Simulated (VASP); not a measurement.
Here is a VASP 6.6.1 calculation.

The input INCAR:

```
SYSTEM = Be
ALGO = Fast
EDIFF = 1E-6
ENCUT = 520
GGA = PS
ISIF = 2
ISMEAR = 0
LASPH = .True.
LCHARG = .True.
LELF = .True.
LREAL = .False.
LVHAR = .True.
LWAVE = .False.
NBANDS = 9
NELM = 100
PREC = Accurate
SIGMA = 0.15
```

The input KPOINTS:

```
k-points
0
Gamma
  24 24 14
  0 0 0
```

File POSCAR:

```
Be
1.0
    2.2995019849      0.0000000000      0.0000000000
   -1.1497509925      1.9914271350      0.0000000000
    0.0000000000      0.0000000000      3.4208550000
Be
2
Direct
    0.3333333333      0.6666666667      0.2500000000
    0.6666666667      0.3333333333      0.7500000000
```

Potentials or basis: VASP PAW PBE potentials, release 64 (Be).

Run with:

```console
$ cat potpaw_PBE.64/Be/POTCAR > POTCAR
$ mpirun -np 1 vasp_std > vasp.out
```

Estimate the band gap on the k mesh.

zero (band 2 reaches 8.01 eV, above the bottom of band 3 at 5.70 eV).

Predict the pressure.

1.5 GPa.

Stress tensor (GPa, compression positive):
```
-4.72  0.00  0.00
 0.00 -4.72  0.00
 0.00  0.00 13.98
```

Caveat: the cell differs from its parent crystal (strain +0.000 along x and y, -0.050 along z); the PAW data sets were made with another functional, which shifts forces and pressure a little.
